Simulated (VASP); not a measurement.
Input of a VASP 6.6.1 run:

File INCAR:

```
ALGO = Normal
EDIFF = 1E-6
ENCUT = 520
GGA = PS
ISIF = 2
ISMEAR = -1
LASPH = True
LCHARG = True
LELF = True
LREAL = False
LVHAR = True
LWAVE = False
NBANDS = 19
NELM = 100
PREC = Accurate
SIGMA = 0.03
```

Contents of KPOINTS:

```
k-points
0
Gamma
  18 18 8
```

File POSCAR:

```
Zn
1.0
    2.7084910329      0.0000000000      0.0000000000
   -1.3542455165      2.3456220404      0.0000000000
    0.0000000000      0.0000000000      5.0278078583
Zn
2
Direct
    0.3333333333      0.6666666667      0.2500000000
    0.6666666667      0.3333333333      0.7500000000
```

Potentials or basis: VASP PAW PBE potentials, release 64 (Zn).

The run is started by

```console
$ cat potpaw_PBE.64/Zn/POTCAR > POTCAR
$ mpirun -np 1 vasp_std > vasp.out
```

(1) What does it give for the pressure?

(2) What does it give for the band gap on the k mesh?

Results:

(1) -7.7 GPa.

(2) zero (bands 12 and 13 overlap by 4.64 eV).

Caveat: the cell stands under tension; the PAW data sets were made with another functional, which shifts forces and pressure a little.
